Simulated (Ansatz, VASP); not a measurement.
## Two plane-wave programs on La

```xyz
1
Lattice="3.4316 0.0000 0.0000 0.0000 3.4316 0.0000 0.0000 0.0000 3.4316" Properties=species:S:1:pos:R:3 pbc="T T T"
La    0.0000    0.0000    0.0000
```

Alike in both runs: task relaxation of cell and atoms; functional PBE; k mesh 9 × 9 × 9; occupations fermi-dirac, width 0.1 eV; no spin polarisation.

|  | VASP | Ansatz |
| --- | --- | --- |
| version | VASP 6.6.1 | Ansatz 0.2.0 |
| potentials or method | VASP PAW PBE potentials, release 64 (La), cutoff 600 eV | plane waves (420 eV) with PAW, scalar-relativistic |
| valence electrons in the cell | 11 | 11 |

|  | VASP | Ansatz | Ansatz less VASP |
| --- | --- | --- | --- |
| relaxed volume (Å³/atom) | 36.86 | 36.82 | -0.038 |
| relaxed length of the cell vector where the two differ most in proportion (Å) | 3.328 | 3.327 | -0.0011 |

Spin-orbit coupling is off throughout.
